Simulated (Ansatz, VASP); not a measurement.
SrTiO3: VASP beside Ansatz

INCAR

```
SYSTEM = SrTiO3
ALGO = Normal ; EDIFF = 1E-6
ENCUT = 520 ; GGA = PE
ISIF = 2 ; ISMEAR = 0
LASPH = .True. ; LCHARG = .False.
LREAL = .False. ; LWAVE = .False.
NBANDS = 28 ; NELM = 100
PREC = Accurate ; SIGMA = 0.05
```

File KPOINTS:

```
k-points
0
Gamma
  8 8 8
  0 0 0
```

File POSCAR:

```
SrTiO3
1.0
    3.8444942777      0.0000000000      0.0000000000
    0.0000000000      3.8444942777      0.0000000000
    0.0000000000      0.0000000000      4.1202397589
Sr Ti O
1 1 3
Direct
    0.0006835254      0.0000000000      0.0000000000
    0.5032269229      0.5000000000      0.5000000000
   -0.0048775414      0.5000000000      0.5000000000
    0.4957398015      0.0000000000      0.5000000000
    0.4957398015      0.5000000000      0.0000000000
```

Input for Ansatz:

```yaml
crystal:
  lattice:
    - [3.8444942777, 0.0, 0.0]
    - [0.0, 3.8444942777, 0.0]
    - [0.0, 0.0, 4.1202397589]
  atoms:
    - { symbol: Sr, position: [0.0006835254, 0.0, 0.0] }
    - { symbol: Ti, position: [0.5032269229, 0.5, 0.5] }
    - { symbol: O, position: [-0.0048775414, 0.5, 0.5] }
    - { symbol: O, position: [0.4957398015, 0.0, 0.5] }
    - { symbol: O, position: [0.4957398015, 0.5, 0.0] }
basis:
  ecutwfc: 520.0
kpoints:
  mp_grid: { grid: [8, 8, 8] }
hamiltonian:
  xc: pbe
  pseudopotentials: { kind: paw, azcp: { folder: soft_1 } }
scf:
  occupations: { method: gaussian, width: 0.05 }
output:
  forces: true
  stress: true
  eigenvalues: true
```

Change from the starting cell: mode 1 frozen in at -0.019 Å, strain +e along z and -e/2 along x and y +0.0467.

Alike in both runs: task single point; functional PBE; k mesh 8 × 8 × 8; occupations gaussian, width 0.05 eV; no spin polarisation.

|  | VASP | Ansatz |
| --- | --- | --- |
| version | VASP 6.6.1 | Ansatz 0.2.0 |
| potentials or method | VASP PAW PBE potentials, release 64 (Sr_sv, Ti_sv, O), cutoff 520 eV | scalar-relativistic, plane waves, PAW |
| valence electrons in the cell | 40 | 40 |

|  | VASP | Ansatz | Ansatz less VASP |
| --- | --- | --- | --- |
| gap on the k mesh at the Fermi level (eV) | 1.69 | 1.73 | +0.037 |
| least direct gap on the mesh (eV) | 2.15 | 2.17 | +0.021 |
| pressure (GPa) | 2.2 | 1.6 | -0.61 |
| traceless stress, the component that is largest in VASP (GPa) | -9.40 | -9.23 | +0.169 |
| rms of the force components (eV/Å) | 0.032 | 0.027 | -0.0052 |

Atom by atom the forces differ by 0.006 eV/Å (rms over components).
